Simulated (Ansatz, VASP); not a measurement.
Ta3N in VASP and in Ansatz

INCAR

```
SYSTEM = Ta3N
PREC     = Accurate       ! precision mode
ENCUT    = 520            ! plane-wave cutoff, eV
EDIFF    = 1E-6           ! SCF threshold, eV
ISMEAR   = -1             ! smearing method
SIGMA    = 0.05           ! smearing width, eV
LREAL    = .FALSE.        ! projectors in reciprocal space
LASPH    = .TRUE.         ! aspherical terms in the spheres
NELM     = 150            ! most SCF steps
ALGO     = Normal         ! electronic algorithm
ISIF     = 2              ! what is computed and relaxed
LWAVE    = .FALSE.        ! write WAVECAR
LCHARG   = .TRUE.         ! write CHGCAR
MAGMOM   = 0 0 0 0 0 0 0 0 0 0 0 0 ! initial moments
LORBIT   = 11             ! projections on sites
LSORBIT  = .TRUE.         ! spin-orbit coupling
GGA_COMPAT= .FALSE.      
LORBMOM  = .TRUE.       
LMAXMIX  = 4              ! l up to which the mixer works
GGA      = PS             ! functional
LVHAR    = .TRUE.       
NBANDS   = 52             ! bands
```

KPOINTS

```
regular mesh
0
G
  10 10 4
  0 0 0
```

File POSCAR:

```
Ta3N
1.0
    3.0322239879      0.0000000000      0.0000000000
   -1.5161119940      2.6259830035      0.0000000000
    0.0000000000      0.0000000000      7.5241370000
Ta N
3 1
Direct
    0.6666666667      0.3333333333      0.8260700000
    0.3333333333      0.6666666667      0.1739300000
    0.0000000000      0.0000000000      0.5000000000
    0.0000000000      0.0000000000      0.0000000000
```

The input input.yaml:

```yaml
crystal:
  lattice:
    - [3.0322239879, 0.0, 0.0]
    - [-1.516111994, 2.6259830035, 0.0]
    - [0.0, 0.0, 7.524137]
  atoms:
    - { symbol: Ta, position: [0.6666666667, 0.3333333333, 0.82607] }
    - { symbol: Ta, position: [0.3333333333, 0.6666666667, 0.17393] }
    - { symbol: Ta, position: [0.0, 0.0, 0.5] }
    - { symbol: "N", position: [0.0, 0.0, 0.0] }
hamiltonian:
  xc: pbesol
  pseudopotentials: { kind: paw_fr }
magnetization:
  noncollinear: true
  spin_orbit: true
kpoints:
  mp_grid: { grid: [10, 10, 4] }
  band_path:
    path:
      - [[0.0, 0.0, 0.0], [0.5, 0.0, 0.0], [0.3333333333, 0.3333333333, 0.0], [0.0, 0.0, 0.0], [0.0, 0.0, 0.5], [0.5, 0.0, 0.5], [0.3333333333, 0.3333333333, 0.5], [0.0, 0.0, 0.5]]
      - [[0.5, 0.0, 0.5], [0.5, 0.0, 0.0]]
      - [[0.3333333333, 0.3333333333, 0.0], [0.3333333333, 0.3333333333, 0.5]]
    npoints: 14
scf:
  occupations: { method: fermi_dirac, width: 0.05 }
  n_extra_bands: 10
output:
  forces: true
  stress: true
  eigenvalues: true
  fatbands: true
```

Alike in both runs: functional PBEsol; k mesh 10 × 10 × 4; occupations fermi-dirac, width 0.05 eV; non-collinear spin, spin-orbit coupling.

```csv
,VASP,Ansatz
version,VASP 6.6.1,Ansatz 0.2.0
potentials or method,"VASP PAW PBE potentials, release 64 (Ta_pv, N)",Ansatz PAW
plane-wave cutoff (eV),520,420
valence electrons in the cell,38,44
task,single point,band structure
```

Ansatz gave:

| Item | Value |
| --- | --- |
| pressure (GPa) | -8.3 |
| traceless stress, the component that is largest in VASP (GPa) | -0.01 |
| rms of the force components (eV/Å) | 0.158 |

Estimate VASP's values.

pressure (GPa): -7.6; traceless stress, the component that is largest in VASP (GPa): 0.07; rms of the force components (eV/Å): 0.132.

VASP's potentials were made for PBE, not for PBEsol. Atom by atom the forces differ by 0.026 eV/Å (rms over components). VASP's potentials hold 38 valence electrons a cell and Ansatz's 44, so a difference there can come from the potentials and not from the codes.
